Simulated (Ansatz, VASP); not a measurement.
# SrAg2B2: VASP beside Ansatz

```
CELL_PARAMETERS angstrom
3.30180 0.00000 0.00000
0.00000 13.22308 0.00000
0.00000 0.00000 3.29760
ATOMIC_POSITIONS crystal
Sr 0.00000 0.00000 0.75319
Sr 0.50000 0.50000 0.24681
Ag 0.00000 0.16260 0.75097
Ag 0.00000 0.83740 0.75097
Ag 0.50000 0.33740 0.24903
Ag 0.50000 0.66260 0.24903
B 0.00000 0.65154 0.74641
B 0.00000 0.34846 0.74641
B 0.50000 0.84846 0.25359
B 0.50000 0.15154 0.25359
```

Change from the starting cell: species swapped into the Mn2CoN2 type (Pmmn, No. 59).

Alike in both runs: task single point; functional PBE; k mesh 6 × 2 × 6; occupations gaussian, width 0.1 eV; no spin polarisation.

```csv
,VASP,Ansatz
version,VASP 6.6.1,Ansatz 0.2.0
potentials or method,"VASP PAW PBE potentials, release 64 (Sr_sv, Ag, B), cutoff 520 eV","scalar-relativistic, plane waves, PAW"
valence electrons in the cell,76,108
```

|  | VASP | Ansatz | Ansatz less VASP |
| --- | --- | --- | --- |
| gap on the k mesh at the Fermi level (eV) | none | none | - |
| rms of the force components (eV/Å) | 3.542 | 3.312 | -0.2300 |

Atom by atom the forces differ by 0.230 eV/Å (rms over components). A gap of «none» marks a metal or a gap that the smearing closes. VASP's potentials hold 76 valence electrons a cell and Ansatz's 108, so a difference there can come from the potentials and not from the codes.
